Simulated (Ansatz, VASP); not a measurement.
## La4ZrO: VASP beside Ansatz

```
La Zr O
1.0
     0.00000    4.83568    4.83568
     4.83568    0.00000    4.83568
     4.83568    4.83568    0.00000
La Zr O
4 1 1
Direct
  0.38549 0.84354 0.38549
  0.38549 0.38549 0.38549
  0.84354 0.38549 0.38549
  0.38549 0.38549 0.84354
  0.00000 0.00000 0.00000
  0.25000 0.25000 0.25000
```

Alike in both runs: task single point; functional PBE; k mesh 4 × 4 × 4; occupations gaussian, width 0.1 eV; collinear spin.

```csv
,VASP,Ansatz
version,VASP 6.6.1,Ansatz 0.2.0
potentials or method,"VASP PAW PBE potentials, release 64 (La, Zr_sv, O), cutoff 520 eV","scalar-relativistic, plane waves, PAW"
valence electrons in the cell,62,62
```

Ansatz gave:

* gap on the k mesh at the Fermi level (eV): none
* pressure (GPa): 0.8
* rms of the force components (eV/Å): 0.054
* net moment per atom (μB): 0.12
* size of the moment on the site where the two differ most (μB): 1.72

**Question.** What did VASP give for the same quantities?

**Answer.** gap on the k mesh at the Fermi level (eV): none; pressure (GPa): 0.8; rms of the force components (eV/Å): 0.063; net moment per atom (μB): 0.13; size of the moment on the site where the two differ most (μB): 1.18.

Site moments also hang on the region over which each program counts them. Atom by atom the forces differ by 0.010 eV/Å (rms over components). A gap of «none» marks a metal or a gap that the smearing closes.

Spin-orbit coupling is off throughout.
